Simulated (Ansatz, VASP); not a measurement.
**Mo in VASP and in Ansatz**

```xyz
1
Lattice="-1.5838 1.5838 1.5838 1.5838 -1.5838 1.5838 1.5838 1.5838 -1.5838" Properties=species:S:1:pos:R:3 pbc="T T T"
Mo    0.0000    0.0000    0.0000
```

Alike in both runs: task relaxation of cell and atoms; functional PBE; k mesh 12 × 12 × 12; occupations fermi-dirac, width 0.05 eV; no spin polarisation.

|  | VASP | Ansatz |
| --- | --- | --- |
| version | VASP 6.6.1 | Ansatz 0.2.0 |
| potentials or method | VASP PAW PBE potentials, release 64 (Mo_sv) | Ansatz PAW |
| plane-wave cutoff (eV) | 600 | 420 |
| valence electrons in the cell | 14 | 14 |

|  | VASP | Ansatz | Ansatz less VASP |
| --- | --- | --- | --- |
| gap on the k mesh at the Fermi level, each at its own relaxed structure (eV) | none | none | - |
| relaxed volume (Å³/atom) | 15.80 | 15.78 | -0.022 |
| relaxed cell length with the largest relative difference (Å) | 2.738 | 2.737 | -0.0013 |

A gap of «none» marks a metal or a gap that the smearing closes.

Noted on Ansatz's run: the plane-wave basis is chosen anew once the cell has moved, so the energies of steps on either side of that aren't comparable.
